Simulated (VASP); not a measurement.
# SrO (Fm-3m) in VASP: further runs, part 2 of 2

VASP 6.6.1. The steps go on from the part before.

## (4) Single point, revPBE+D3(BJ)

This run uses another cell than the first one, of 17.92 Å³/atom, 1.019 times its volume.

INCAR

```
SYSTEM = SrO
  ALGO = Normal
  EDIFF = 1E-6
  ENCUT = 520
  GGA = RE
  ISIF = 2
  ISMEAR = -1
  IVDW = 12
  LASPH = .TRUE.
  LCHARG = .FALSE.
  LREAL = .FALSE.
  LWAVE = .FALSE.
  NBANDS = 15
  NELM = 60
  PREC = Accurate
  SIGMA = 0.05
```

KPOINTS

```
k-points
0
G
  9 9 9
  0 0 0
```

POSCAR

```
SrO
1.0
    0.0000000000      2.6166323862      2.6166323862
    2.6166323862      0.0000000000      2.6166323862
    2.6166323862      2.6166323862      0.0000000000
Sr O
1 1
Direct
    0.5000000000      0.5000000000      0.5000000000
    0.0000000000      0.0000000000      0.0000000000
```

Potentials or basis: VASP PAW PBE potentials, release 64 (Sr_sv, O).

Run with:

```console
$ cat potpaw_PBE.64/Sr_sv/POTCAR potpaw_PBE.64/O/POTCAR > POTCAR
$ mpirun -np 1 vasp_std > vasp.out
```

OUTCAR:

```text
SYSTEM = SrO
   EDIFF = 1E-6
   ENCUT = 520
   GGA = RE
   ISIF = 2
   ISMEAR = -1
   IVDW = 12
   LASPH = .TRUE.
   LREAL = .FALSE.
   NELM = 60
   PREC = Accurate
 IVDW          = 12

 ion  position               nearest neighbor table
   1  0.500  0.500  0.500-   2 2.62   2 2.62   2 2.62   2 2.62   2 2.62   2 2.62
   2  0.000  0.000  0.000-   1 2.62   1 2.62   1 2.62   1 2.62   1 2.62   1 2.62

  LATTYP: Found a face centered cubic cell.
 ALAT       =     5.2332647724

  Lattice vectors:

 A1 = (   0.0000000000,   2.6166323862,   2.6166323862)
 A2 = (   2.6166323862,   0.0000000000,   2.6166323862)
 A3 = (   2.6166323862,   2.6166323862,   0.0000000000)

Analysis of symmetry for initial positions (statically):
=====================================================================
 Subroutine PRICEL returns:
 Original cell was already a primitive cell.

 Routine SETGRP: Setting up the symmetry group for a
 face centered cubic supercell.

 Subroutine GETGRP returns: Found 48 space group operations
[... 9 lines left out ...]

 Routine SETGRP: Setting up the symmetry group for a
 face centered cubic supercell.

 Subroutine GETGRP returns: Found 48 space group operations
[... 11 lines left out ...]
                                     Primitive cell

  volume of cell :      35.8309

  direct lattice vectors                    reciprocal lattice vectors
     0.000000000  2.616632386  2.616632386    -0.191085306  0.191085306  0.191085306
     2.616632386  0.000000000  2.616632386     0.191085306 -0.191085306  0.191085306
     2.616632386  2.616632386  0.000000000     0.191085306  0.191085306 -0.191085306

  length of vectors
     3.700477008  3.700477008  3.700477008     0.330969458  0.330969458  0.330969458

  position of ions in fractional coordinates (direct lattice)
     0.500000000  0.500000000  0.500000000
     0.000000000  0.000000000  0.000000000

  ion indices of the primitive-cell ions
   primitive index   ion index
                 1           1
                 2           2

----------------------------------------------------------------------------------------

[... 98 lines left out ...]
   LEPSILON=     F    determine dielectric tensor
   LRPA    =     F    only Hartree local field effects (RPA)
 non-spin polarized calculation
  energy-cutoff  :      520.00
  volume of cell :       35.83
 maximum number of plane-waves:       981
   NGX = 13   NGY = 13   NGZ = 13

 number of electron      16.0000003 magnetization

 Free energy of the ion-electron system (eV)
  ---------------------------------------------------
  ext. energy  EPLUGINS =         0.00000000
  ---------------------------------------------------
  free energy    TOTEN  =       -11.46381455 eV

  energy without entropy =      -11.46381455  energy(sigma->0) =      -11.46381455

 E-fermi :   2.6688     XC(G=0):  -9.5881

 val. band max:        1.5584042922   @ k =   0.0000   0.0000   0.0000
 cond. band min:       4.9879569661   @ k =   0.4444   0.4444   0.0000
 fundamental gap:      3.4295526739
 Fermi energy:         2.6688248553

 k-point     1 :       0.0000    0.0000    0.0000
  band No.  band energies     occupation
      1     -31.0987      2.00000
      2     -13.5357      2.00000
      3     -12.7929      2.00000
      4     -12.7929      2.00000
      5     -12.7929      2.00000
      6       1.5584      2.00000
      7       1.5584      2.00000
      8       1.5584      2.00000
      9       5.3070      0.00000
     10       7.6960      0.00000
     11       7.6960      0.00000
     12       7.6960      0.00000
     13       9.7030      0.00000
     14       9.7030      0.00000
[... 401 lines left out ...]
      2     -13.8445      2.00000
      3     -13.1873      2.00000
      4     -13.0862      2.00000
      5     -13.0862      2.00000
      6       0.9535      2.00000
      7       1.4327      2.00000
      8       1.4327      2.00000
      9       4.9880      0.00000
     10       8.8958      0.00000
     11      11.2935      0.00000
     12      11.5787      0.00000
     13      12.0396      0.00000
     14      12.0396      0.00000
     15      15.0345      0.00000

 [... further k-points ...]

------------------------ aborting loop because EDIFF is reached ----------------------------------------

 Edisp (eV)   -0.83566

 E8    (eV) :    -0.6061

  FORCE on cell =-STRESS in cart. coord.  units (eV):
  Direction    XX          YY          ZZ          XY          YZ          ZX
  --------------------------------------------------------------------------------------
  -------------------------------------------------------------------------------------
  Total      -0.68925    -0.68925    -0.68925    -0.00000    -0.00000     0.00000
  in kB     -30.81992   -30.81992   -30.81992    -0.00000    -0.00000     0.00000
  external pressure =      -30.82 kB  Pullay stress =        0.00 kB

 VOLUME and BASIS-vectors are now :
 -----------------------------------------------------------------------------
  energy-cutoff  :      520.00
  volume of cell :       35.83
      direct lattice vectors                 reciprocal lattice vectors
     0.000000000  2.616632386  2.616632386    -0.191085306  0.191085306  0.191085306
     2.616632386  0.000000000  2.616632386     0.191085306 -0.191085306  0.191085306
     2.616632386  2.616632386  0.000000000     0.191085306  0.191085306 -0.191085306

 POSITION                                       TOTAL-FORCE (eV/Angst)
 -----------------------------------------------------------------------------------
      2.61663      2.61663      2.61663         0.000000      0.000000      0.000000
      0.00000      0.00000      0.00000        -0.000000      0.000000     -0.000000
 -----------------------------------------------------------------------------------
    total drift:                                0.000000      0.000000      0.000000

  FREE ENERGIE OF THE ION-ELECTRON SYSTEM (eV)
  ---------------------------------------------------
  free  energy   TOTEN  =       -12.2994740928 eV

  energy  without entropy=      -12.2994740928  energy(sigma->0) =      -12.29947409
```

OSZICAR:

```text
N       E                     dE             d eps       ncg     rms          rms(c)
DAV:   1     0.612739829255E+02    0.61274E+02   -0.77458E+03  1058   0.992E+02
DAV:   2    -0.102701080479E+02   -0.71544E+02   -0.66213E+02  1468   0.211E+02
DAV:   3    -0.135777199033E+02   -0.33076E+01   -0.32937E+01  1524   0.391E+01
DAV:   4    -0.136372427066E+02   -0.59523E-01   -0.59516E-01  1337   0.396E+00
DAV:   5    -0.136375159011E+02   -0.27319E-03   -0.27319E-03  1302   0.253E-01    0.148E+01
DAV:   6    -0.115873556454E+02    0.20502E+01   -0.68882E+00  1078   0.191E+01    0.170E+01
DAV:   7    -0.114525558162E+02    0.13480E+00   -0.31334E-01  1239   0.498E+00    0.982E+00
DAV:   8    -0.114607981621E+02   -0.82423E-02   -0.13208E-01  1302   0.372E+00    0.398E-01
DAV:   9    -0.114624120736E+02   -0.16139E-02   -0.58266E-03  1276   0.534E-01    0.256E-01
DAV:  10    -0.114635936960E+02   -0.11816E-02   -0.10725E-03  1120   0.271E-01    0.850E-02
DAV:  11    -0.114637671119E+02   -0.17342E-03   -0.20252E-04  1211   0.112E-01    0.320E-02
DAV:  12    -0.114638149014E+02   -0.47790E-04   -0.98963E-05  1113   0.676E-02    0.201E-02
DAV:  13    -0.114638145502E+02    0.35119E-06   -0.22294E-06  1210   0.118E-02
   1 F= -.12299474E+02 E0= -.12299474E+02  d E =-.955501E-11
```

stdout:

```text
POSCAR found type information on POSCAR SrO
 POSCAR found :  2 types and       2 ions
 scaLAPACK will be used
 -----------------------------------------------------------------------------
|                                                                             |
|                                                                             |
|     You enforced a specific xc type in the INCAR file but a different       |
|     I HOPE YOU KNOW WHAT YOU ARE DOING!                                     |
|                                                                             |
 -----------------------------------------------------------------------------

 LDA part: xc-table for (Slater+PW92), standard interpolation
 POSCAR, INCAR and KPOINTS ok, starting setup
 FFT: planning ... GRIDC
 FFT: planning ... GRID_SOFT
 FFT: planning ... GRID
 WAVECAR not read
 entering main loop
```

Run time: 12 s. Hardware: 1 thread of Intel Xeon Platinum 8375C at 2.90GHz (Ice Lake), shared host; peak memory 0.17 GiB.

Results:

```
Free energy                : -12.2995 eV
Pressure                   : -3.1 GPa
Band gap on the k mesh     : 3.43 eV, indirect (least direct gap 3.56 eV)
Dispersion energy per atom : -0.418 eV
```

Caveat: the PAW data sets were made with another functional, which shifts forces and pressure a little.

## (5) Overview

| level | spin | cell | pressure (GPa) | moment (μB) |
| --- | --- | --- | --- | --- |
| PBE | non-collinear, zero start, SOC | a = 3.677 Å, angles 60.0°, 2 atoms | 0.2 | 0.00 |
| PBE | non-collinear, zero start, SOC | a = 3.700 Å, angles 60.0°, 2 atoms | -1.3 | 0.00 |
| revPBE+D3(BJ) | off | a = 3.700 Å, angles 60.0°, 2 atoms | -3.1 | - |

Alike in all rows: task single point; potentials or basis VASP PAW PBE potentials, release 64 (Sr_sv, O); k mesh 9 × 9 × 9; cutoff (eV) 520; smearing fermi-dirac 0.05 eV.

Caveats: the PAW data sets were made with another functional, which shifts forces and pressure a little (some runs).

Total energies depend on the potentials used, so only differences within one code and one set of settings carry meaning.
